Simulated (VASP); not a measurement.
# ZnO (P6_3mc) in VASP: notebook

ZnO is run at these levels: PBEsol; tasks: single point.

Everything below comes from runs of VASP 6.6.1. Logs are shortened: lines on timing, memory, paths and dates and some standing lists are left out, and cuts for length are marked.

### 1 The cell of the first run

The structure is hexagonal, space group P6_3mc (No. 186). The conventional cell has a = 3.231 Å, b = 3.231 Å, c = 5.215 Å, α = 90.00°, β = 90.00°, γ = 120.00°. Zn (site symmetry 3m) has 4 O at 1.82 to 2.03 Å within 2.4 Å. O (site symmetry 3m) has 4 Zn at 1.82 to 2.03 Å within 2.4 Å.

### 2 Single point, PBEsol (c/a of the conventional cell at fixed volume 1.6142)

The input, INCAR:

```
SYSTEM = ZnO
PREC = Accurate
ENCUT = 520
EDIFF = 1E-6
ISMEAR = 0
SIGMA = 0.05
LREAL = .FALSE.
LASPH = .TRUE.
NELM = 100
ALGO = Normal
ISIF = 2
LWAVE = .FALSE.
LCHARG = .TRUE.
GGA = PS
LELF = .TRUE.
LVHAR = .TRUE.
NBANDS = 26
```

The input, KPOINTS:

```
regular mesh
0
G
  9 9 6
  0 0 0
```

The input, POSCAR:

```
ZnO
1.0
    3.2309318303      0.0000000000      0.0000000000
   -1.6154659151      2.7980690429      0.0000000000
    0.0000000000      0.0000000000      5.2153681419
Zn O
2 2
Direct
    0.3333333333      0.6666666667      0.0015754469
    0.6666666667      0.3333333333      0.5015754469
    0.3333333333      0.6666666667      0.3503636909
    0.6666666667      0.3333333333      0.8503636909
```

Potentials or basis: VASP PAW PBE potentials, release 64 (Zn, O).

Started as:

```bash
$ cat potpaw_PBE.64/Zn/POTCAR potpaw_PBE.64/O/POTCAR > POTCAR
$ mpirun -np 1 vasp_std > vasp.out
```

OUTCAR:

```text
SYSTEM = ZnO
   PREC = Accurate
   ENCUT = 520
   EDIFF = 1E-6
   ISMEAR = 0
   LREAL = .FALSE.
   LASPH = .TRUE.
   NELM = 100
   ISIF = 2
   GGA = PS

 ion  position               nearest neighbor table
   1  0.333  0.667  0.002-   3 1.82   4 2.03   4 2.03   4 2.03
   2  0.667  0.333  0.502-   4 1.82   3 2.03   3 2.03   3 2.03
   3  0.333  0.667  0.350-   1 1.82   2 2.03   2 2.03   2 2.03
   4  0.667  0.333  0.850-   2 1.82   1 2.03   1 2.03   1 2.03

  LATTYP: Found a hexagonal cell.
 ALAT       =     3.2309318303
 C/A-ratio  =     1.6141993752

  Lattice vectors:

 A1 = (   3.2309318303,   0.0000000000,   0.0000000000)
 A2 = (  -1.6154659151,   2.7980690429,   0.0000000000)
 A3 = (   0.0000000000,   0.0000000000,   5.2153681419)

Analysis of symmetry for initial positions (statically):
=====================================================================
 Subroutine PRICEL returns:
 Original cell was already a primitive cell.

 Routine SETGRP: Setting up the symmetry group for a
 hexagonal supercell.

 Subroutine GETGRP returns: Found 12 space group operations
 (whereof  6 operations were pure point group operations)
 out of a pool of 24 trial point group operations.

The static configuration has the point symmetry C_3v.
 The point group associated with its full space group is C_6v.

Analysis of symmetry for dynamics (positions and initial velocities):
=====================================================================
 Subroutine PRICEL returns:
 Original cell was already a primitive cell.

 Routine SETGRP: Setting up the symmetry group for a
 hexagonal supercell.

 Subroutine GETGRP returns: Found 12 space group operations
 (whereof  6 operations were pure point group operations)
 out of a pool of 24 trial point group operations.

The dynamic configuration has the point symmetry C_3v.
 The point group associated with its full space group is C_6v.

 Subroutine INISYM returns: Found 12 space group operations
 (whereof  6 operations are pure point group operations),
 and found     1 'primitive' translations

----------------------------------------------------------------------------------------

                                     Primitive cell

  volume of cell :      47.1489
[... 88 lines left out ...]
   LNONCOLLINEAR =      F non collinear calculations
   LSORBIT =      F    spin-orbit coupling
   LASPH  =      T    aspherical Exc in radial PAW
   ENCUT  =  520.0 eV  38.22 Ry    6.18 a.u.   6.01  6.01  9.70*2*pi/ulx,y,z
   NELM   =    100;   NELMIN=  2; NELMDL= -5     # of ELM steps
   EDIFF  = 0.1E-05   stopping-criterion for ELM
   LREAL  =      F    real-space projection
   EDIFFG = 0.1E-04   stopping-criterion for IOM
   NSW    =      0    number of steps for IOM
   IBRION =     -1    ionic relax: 0-MD 1-quasi-New 2-CG
   NFREE  =      0    steps in history (QN), initial steepest desc. (CG)
   ISIF   =      2    stress and relaxation
   ISYM   =      2    0-nonsym 1-usesym 2-fastsym
   POTIM  = 0.5000    time-step for ionic-motion
   TEBEG  =    0.0;   TEEND  =   0.0 temperature during run
   PSTRESS=    0.0 pullay stress
   NELECT =      36.0000    total number of electrons
   NUPDOWN=      -1.0000    fix difference up-down
   EMIN   =  10.00;   EMAX   =-10.00  energy-range for DOS
   EFERMI =   0.00;   METHOD = LEGACY
   ISMEAR =     0;   SIGMA  =   0.05  broadening in eV -4-tet -1-fermi 0-gaus
   EFERMI_NEDOS =   21; number of points for ismear=-14 and -15
   IALGO  =     38    algorithm
   IMIX   =      4    mixing-type and parameters
     AMIX     =   0.40;   BMIX     =  1.00
     AMIX_MAG =   1.60;   BMIX_MAG =  1.00
  volume/ion in A,a.u.               =      11.79        79.54
  Fermi-wavevector in a.u.,A,eV,Ry     =   1.496300  2.827597 30.462260  2.238913
  Thomas-Fermi vector in A             =   2.608334
   LORBIT       =      0    0 simple, 1 ext, 2 COOP (PROOUT), +10 PAW based schemes
   GGA     = PS    functional components
   LHFCALC =     F    Hartree Fock is set to
   AEXX    =    0.0000 exact exchange contribution
   IVDW    =     0    specifies the selected vdW correction
   LEPSILON=     F    determine dielectric tensor
   LRPA    =     F    only Hartree local field effects (RPA)
 non-spin polarized calculation
 Gauss-broadening in eV      SIGMA  =   0.05
  energy-cutoff  :      520.00
  volume of cell :       47.15
 maximum number of plane-waves:      1290
   NGX = 13   NGY = 13   NGZ = 19

 number of electron      36.0000024 magnetization

 Free energy of the ion-electron system (eV)
  ---------------------------------------------------
  ext. energy  EPLUGINS =         0.00000000
  ---------------------------------------------------
  free energy    TOTEN  =       -19.17523710 eV

  energy without entropy =      -19.17523710  energy(sigma->0) =      -19.17523710

 E-fermi :   1.3919     XC(G=0): -11.2371

 val. band max:        1.1040595043   @ k =   0.0000   0.0000   0.0000
 cond. band min:       1.9000341351   @ k =   0.0000   0.0000   0.0000
 fundamental gap:      0.7959746309
 Fermi energy:         1.3918902603

 k-point     1 :       0.0000    0.0000    0.0000
  band No.  band energies     occupation
      1     -17.0330      2.00000
      2     -16.2506      2.00000
      3      -4.9661      2.00000
      4      -4.8787      2.00000
      5      -4.5349      2.00000
      6      -4.5349      2.00000
[... 685 lines left out ...]
     25      14.5183      0.00000
     26      15.6284      0.00000

 [... further k-points ...]

------------------------ aborting loop because EDIFF is reached ----------------------------------------

  FORCE on cell =-STRESS in cart. coord.  units (eV):
  Direction    XX          YY          ZZ          XY          YZ          ZX
  --------------------------------------------------------------------------------------
  -------------------------------------------------------------------------------------
  Total       -1.1244830     -1.1244830      5.2507017     -0.0000000      0.0000000      0.0000000
  in kB      -38.2113430    -38.2113430    178.4254232     -0.0000000      0.0000000      0.0000000
  external PRESSURE =      34.0009124 kB  Pullay stress =       0.0000000 kB

 VOLUME and BASIS-vectors are now :
 -----------------------------------------------------------------------------
  energy-cutoff  :      520.00
  volume of cell :       47.15
      direct lattice vectors                 reciprocal lattice vectors
     3.230931830  0.000000000  0.000000000     0.309508232  0.178694661  0.000000000
    -1.615465915  2.798069043  0.000000000     0.000000000  0.357389323  0.000000000
     0.000000000  0.000000000  5.215368142     0.000000000  0.000000000  0.191741019

 POSITION                                       TOTAL-FORCE (eV/Angst)
 -----------------------------------------------------------------------------------
     -0.00000      1.86538      0.00822         0.000000     -0.000000     -1.763150
      1.61547      0.93269      2.61590        -0.000000      0.000000     -1.763150
     -0.00000      1.86538      1.82728        -0.000000     -0.000000      1.763150
      1.61547      0.93269      4.43496         0.000000      0.000000      1.763150
 -----------------------------------------------------------------------------------
    total drift:                                0.000000      0.000001      0.000741

  FREE ENERGIE OF THE ION-ELECTRON SYSTEM (eV)
  ---------------------------------------------------
  free  energy   TOTEN  =       -19.1752370972 eV

  energy  without entropy=      -19.1752370972  energy(sigma->0) =      -19.17523710
```

OSZICAR:

```text
N       E                     dE             d eps       ncg     rms          rms(c)
DAV:   1     0.288801889741E+03    0.28880E+03   -0.18113E+04  2576   0.201E+03
DAV:   2     0.862344156159E+01   -0.28018E+03   -0.26267E+03  2628   0.406E+02
DAV:   3    -0.214743192598E+02   -0.30098E+02   -0.29692E+02  2738   0.137E+02
DAV:   4    -0.220537422397E+02   -0.57942E+00   -0.57811E+00  2848   0.191E+01
DAV:   5    -0.220566341219E+02   -0.28919E-02   -0.28917E-02  2716   0.140E+00    0.150E+01
DAV:   6    -0.190447539845E+02    0.30119E+01   -0.56748E+00  3882   0.618E+01    0.962E+00
DAV:   7    -0.192261730204E+02   -0.18142E+00   -0.27044E+00  2584   0.162E+01    0.569E+00
DAV:   8    -0.192247328379E+02    0.14402E-02   -0.51961E-01  3490   0.703E+00    0.169E+00
DAV:   9    -0.191733757565E+02    0.51357E-01   -0.93928E-02  3642   0.610E+00    0.363E-01
DAV:  10    -0.191752080700E+02   -0.18323E-02   -0.37647E-02  2526   0.133E+00    0.111E-01
DAV:  11    -0.191752154382E+02   -0.73682E-05   -0.60575E-04  2668   0.232E-01    0.268E-02
DAV:  12    -0.191752411553E+02   -0.25717E-04   -0.23846E-05  2634   0.473E-02    0.220E-02
DAV:  13    -0.191752380140E+02    0.31413E-05   -0.66915E-06  2926   0.453E-02    0.849E-03
DAV:  14    -0.191752370972E+02    0.91682E-06   -0.38449E-06  2416   0.201E-02
   1 F= -.19175237E+02 E0= -.19175237E+02  d E =-.477821E-18
```

stdout:

```text
POSCAR found type information on POSCAR ZnO
 POSCAR found :  2 types and       4 ions
 scaLAPACK will be used
 -----------------------------------------------------------------------------
|                                                                             |
|                                                                             |
|     You enforced a specific xc type in the INCAR file but a different       |
|     I HOPE YOU KNOW WHAT YOU ARE DOING!                                     |
|                                                                             |
 -----------------------------------------------------------------------------

 LDA part: xc-table for (Slater+PW92), standard interpolation
 POSCAR, INCAR and KPOINTS ok, starting setup
 FFT: planning ... GRIDC
 FFT: planning ... GRID_SOFT
 FFT: planning ... GRID
 WAVECAR not read
 entering main loop
```

Wall time 51 s (1 thread of AMD EPYC 7R43 (Zen 3), shared host); peak memory 0.15 GiB.

Results:

```yaml
Free_energy: -19.1752 eV
Pressure: 3.4 GPa
Largest_force: 1.763 eV/Å
Band_gap_on_the_k_mesh: 0.80 eV, direct
```

Forces on the atoms (eV/Å):
```
Zn   0.000  0.000 -1.763
Zn   0.000  0.000 -1.763
O    0.000  0.000  1.763
O    0.000  0.000  1.763
```

Caveat: the PAW data sets were made with another functional, which shifts forces and pressure a little.

### 3 Single point, PBEsol (c/a of the conventional cell at fixed volume 1.7003)

The input, INCAR:

```
SYSTEM = ZnO
PREC = Accurate
ENCUT = 520
EDIFF = 1E-7
ISMEAR = 0
SIGMA = 0.05
LREAL = .False.
LASPH = .True.
NELM = 100
ALGO = Normal
ISIF = 2
LWAVE = .False.
LCHARG = .False.
GGA = PS
NBANDS = 26
```

The input, KPOINTS:

```
regular mesh
0
Gamma
  9 9 6
  0 0 0
```

The input, POSCAR:

```
ZnO
1.0
    3.1754479730      0.0000000000      0.0000000000
   -1.5877239865      2.7500186130      0.0000000000
    0.0000000000      0.0000000000      5.3992141884
Zn O
2 2
Direct
    0.3333333333      0.6666666667      0.0015754469
    0.6666666667      0.3333333333      0.5015754469
    0.3333333333      0.6666666667      0.3503636909
    0.6666666667      0.3333333333      0.8503636909
```

Potentials or basis: VASP PAW PBE potentials, release 64 (Zn, O).

Started as:

```bash
$ cat potpaw_PBE.64/Zn/POTCAR potpaw_PBE.64/O/POTCAR > POTCAR
$ mpirun -np 1 vasp_std > vasp.out
```

It took 56 s on 1 thread of AMD EPYC 7R43 (Zen 3), shared host; peak memory 0.15 GiB.

The run converged. Its results:

```
Free energy            : -19.3060 eV
Pressure               : 0.7 GPa
Largest force          : 0.884 eV/Å
Band gap on the k mesh : 0.68 eV, direct
```

Forces in eV/Å, atoms in the order of the input:
```
Zn   0.000  0.000 -0.884
Zn   0.000  0.000 -0.884
O    0.000  0.000  0.884
O    0.000  0.000  0.884
```

Stress tensor (GPa, compression positive):
```
-0.75  0.00  0.00
 0.00 -0.75  0.00
 0.00  0.00  3.65
```

Levels at points of the mesh, in eV from the valence-band top:
```tsv
k point	band 14	band 15	band 16	band 17	band 18	band 19	band 20	band 21	band 22	band 23
(0.00, 0.00, 0.00)	-0.95	-0.95	-0.17	0.00	0.00	0.68	5.49	7.78	13.20	13.39
(0.00, 0.00, 0.50)	-2.50	-0.47	-0.47	-0.47	-0.47	3.33	3.33	9.91	9.91	13.71
```

Caveat: the PAW data sets were made with another functional, which shifts forces and pressure a little.
